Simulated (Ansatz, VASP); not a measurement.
## Y in VASP and in Ansatz

```xyz
2
Lattice="3.6515 0.0000 0.0000 -1.8257 3.1623 0.0000 0.0000 0.0000 5.7474" Properties=species:S:1:pos:R:3 pbc="T T T"
Y     0.0000    2.1082    1.4368
Y     1.8257    1.0541    4.3106
```

Alike in both runs: task electric field gradients; functional PBE; k mesh 12 × 12 × 7; occupations fermi-dirac, width 0.08 eV; no spin polarisation.

```csv
,VASP,Ansatz
version,VASP 6.6.1,Ansatz 0.2.0
potentials or method,"VASP PAW PBE potentials, release 64 (Y_sv), cutoff 520 eV","PAW with Ansatz's default frozen-core files, scalar-relativistic"
valence electrons in the cell,22,22
```

```tsv
	VASP	Ansatz	Ansatz less VASP
pressure (GPa)	-0.4	-0.3	+0.10
traceless stress, the component that is largest in VASP (GPa)	-0.36	-0.36	-0.003
size of Vzz on the site where it differs most (V/Å²)	25.7	27.1	+1.42
```

With one functional, cell and mesh, what is left measures potentials, basis and numerics.
